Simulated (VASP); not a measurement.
Crystal: Ag.

```
Ag
1.0
     2.93347    0.00000    0.00000
     0.00000    4.08256    0.00000
     0.00000    0.00000    2.88638
Ag
2
Direct
  0.00000 0.00000 0.81891
  0.50000 0.50000 0.18109
```

- Program: VASP 6.6.1
- Task: relaxation of cell and atoms
- Functional: PBE
- Potentials or basis: VASP PAW PBE potentials, release 64 (Ag)
- Cutoff: 600 eV
- k mesh: 6 × 4 × 6
- Occupations: gaussian, width 0.1 eV
- Spin: no spin polarisation

At the start: pressure 6.5 GPa; volume 17.28 Å³/atom.

Q: How do energy, volume and symmetry change on relaxing?

A: Over 13 steps the energy falls by 98.9 meV/atom and the volume is 17.80 Å³/atom (+3.0 %); space group I4/mmm (No. 139, to 0.05 Å).

Step by step:
```
step  energy change (eV)  largest force (eV/Å)  pressure (GPa)  volume (Å³)
   1              0.0000                0.9050            6.48        34.57
   2             -0.0881                0.3798           -3.75        38.17
   3             -0.0921                0.4572           -2.25        37.45
   4             -0.1335                0.3511           -1.45        36.77
   5             -0.1672                0.1573            1.77        35.23
   6             -0.1692                0.2014            0.91        35.54
   7             -0.1841                0.1267           -0.30        35.88
   8             -0.1901                0.0872           -1.12        36.13
   9             -0.1860                0.0322           -2.30        36.63
  10             -0.1918                0.0465           -1.59        36.30
  11             -0.1936                0.0421            1.03        35.26
  12             -0.1966                0.0014           -0.18        35.70
  13             -0.1979                0.0030            0.02        35.61
```

Final structure:
```yaml
crystal:
  lattice:
    - [2.86036, 0.00000, 0.00000]
    - [0.00000, 4.34740, 0.00000]
    - [0.00000, 0.00000, 2.86352]
  atoms:
    - { symbol: Ag, position: [0.00000, 0.00000, 0.75033] }
    - { symbol: Ag, position: [0.50000, 0.50000, 0.24967] }
```

Caveat: the k points lie up to 0.37 Å⁻¹ apart in the final cell.
